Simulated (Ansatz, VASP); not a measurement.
**One calculation of HfO2, two programs**

```xyz
6
Lattice="3.6043 0.0000 0.0000 0.0000 3.6043 0.0000 0.0000 0.0000 5.2640" Properties=species:S:1:pos:R:3 pbc="T T T"
Hf    1.8022    1.8062    2.6320
Hf    0.0000   -0.0040    0.0000
O     0.0000    1.7978    3.6493
O     1.8022    0.0044    4.2467
O     1.8022   -0.1250    1.6147
O     0.0000    1.9272    1.0173
```

Change from the starting cell: mode 17 (648.0 1/cm) frozen in, largest displacement +0.125 Å.

Alike in both runs: task single point; functional PBE; k mesh 6 × 6 × 4; occupations gaussian, width 0.05 eV; no spin polarisation.

```csv
,VASP,Ansatz
version,VASP 6.6.1,Ansatz 0.2.0
potentials or method,"VASP PAW PBE potentials, release 64 (Hf_pv, O), cutoff 520 eV","scalar-relativistic, plane waves, PAW"
valence electrons in the cell,44,76
```

Ansatz gave:

```
gap on the k mesh at the Fermi level (eV)                     : 4.65
least direct gap on the mesh (eV)                             : 4.71
pressure (GPa)                                                : 2.6
traceless stress, the component that is largest in VASP (GPa) : -5.81
rms of the force components (eV/Å)                            : 1.129
```

Q: What did VASP give for the same quantities?

A: gap on the k mesh at the Fermi level (eV): 4.62; least direct gap on the mesh (eV): 4.69; pressure (GPa): -0.5; traceless stress, the component that is largest in VASP (GPa): -5.54; rms of the force components (eV/Å): 1.118.

Atom by atom the forces differ by 0.027 eV/Å (rms over components). The functional is the same, so the differences come from potentials, cutoffs and numerics. VASP's potentials hold 44 valence electrons a cell and Ansatz's 76, so a difference there can come from the potentials and not from the codes.

Spin-orbit coupling is off throughout.
